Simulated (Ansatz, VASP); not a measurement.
Two plane-wave programs on Sb

```
CELL_PARAMETERS angstrom
4.25244 0.00000 0.00000
-2.12622 3.68272 0.00000
0.00000 0.00000 19.41153
ATOMIC_POSITIONS crystal
Sb 0.00000 0.00000 0.39460
Sb 0.00000 0.00000 0.89460
Sb 0.00000 0.00000 0.10540
Sb 0.00000 0.00000 0.60540
Sb 0.33333 0.66667 0.31349
Sb 0.33333 0.66667 0.81349
Sb 0.66667 0.33333 0.18651
Sb 0.66667 0.33333 0.68651
```

Alike in both runs: task single point; functional PBE; k mesh 6 × 6 × 1; occupations gaussian, width 0.2 eV; no spin polarisation.

|  | VASP | Ansatz |
| --- | --- | --- |
| version | VASP 6.6.1 | Ansatz 0.2.0 |
| potentials or method | VASP PAW PBE potentials, release 64 (Sb_d_GW), cutoff 500 eV | scalar-relativistic, plane waves, PAW |
| valence electrons in the cell | 120 | 120 |

```csv
,VASP,Ansatz,Ansatz less VASP
gap on the k mesh at the Fermi level (eV),0.23,0.23,0.000
least direct gap on the mesh (eV),0.45,0.46,0.000
pressure (GPa),0.1,0.1,-0.04
"traceless stress, the component that is largest in VASP (GPa)",-0.21,-0.20,+0.002
rms of the force components (eV/Å),0.029,0.027,-0.0017
```

Atom by atom the forces differ by 0.002 eV/Å (rms over components). With one functional, cell and mesh, what is left measures potentials, basis and numerics.

Spin-orbit coupling is off throughout.
